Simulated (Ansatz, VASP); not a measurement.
## Ga: VASP beside Ansatz

```
Ga
1.0
     3.27277    0.00000    0.00000
    -1.63639    2.83430    0.00000
     0.00000    0.00000    8.91365
Ga
4
Cartesian
  0.0000 0.0000 2.2284
  0.0000 0.0000 6.6852
  0.0000 1.8895 6.6852
  1.6364 0.9448 2.2284
```

Alike in both runs: task relaxation of cell and atoms; functional PBEsol; k mesh 6 × 6 × 2; occupations gaussian, width 0.1 eV; no spin polarisation.

```csv
,VASP,Ansatz
version,VASP 6.6.1,Ansatz 0.2.0
potentials or method,"VASP PAW PBE potentials, release 64 (Ga_d), cutoff 600 eV","scalar-relativistic, plane waves, PAW"
valence electrons in the cell,52,52
```

|  | VASP | Ansatz | Ansatz less VASP |
| --- | --- | --- | --- |
| gap on the k mesh at the Fermi level, each at its own relaxed structure (eV) | none | none | - |
| relaxed volume (Å³/atom) | 21.20 | 21.31 | +0.112 |
| relaxed length of the cell vector where the two differ most in proportion (Å) | 4.400 | 4.409 | +0.0094 |

VASP's potentials were made for PBE, not for PBEsol. A gap of «none» marks a metal or a gap that the smearing closes.

The k mesh is coarse, so the values compare programs but aren't converged.
